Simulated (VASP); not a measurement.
Input of a VASP 6.6.1 run:

File INCAR:

```
SYSTEM = AlRu
PREC = Accurate
ENCUT = 500
EDIFF = 1E-6
ISMEAR = -1
SIGMA = 0.05
LREAL = .FALSE.
LASPH = .TRUE.
NELM = 120
ALGO = Normal
ISIF = 2
LWAVE = .FALSE.
LCHARG = .FALSE.
GGA = CA
NBANDS = 16
GGA_COMPAT = .FALSE.
```

Contents of KPOINTS:

```
regular mesh
0
G
  14 14 14
  0 0 0
```

File POSCAR:

```
AlRu
1.0
    0.0000000000      2.2696373652      2.2696373652
    2.2696373652      0.0000000000      2.2696373652
    2.2696373652      2.2696373652      0.0000000000
Ru Al
1 1
Direct
    0.0000000000      0.0000000000      0.0000000000
    0.5000000000      0.5000000000      0.5000000000
```

Potentials or basis: VASP PAW LDA potentials, release 64 (Ru_pv, Al).

Run with:

```console
$ cat potpaw_LDA.64/Ru_pv/POTCAR potpaw_LDA.64/Al/POTCAR > POTCAR
$ mpirun -np 1 vasp_std > vasp.out
```

(1) Predict the pressure.

Results:

(1) 60.3 GPa.
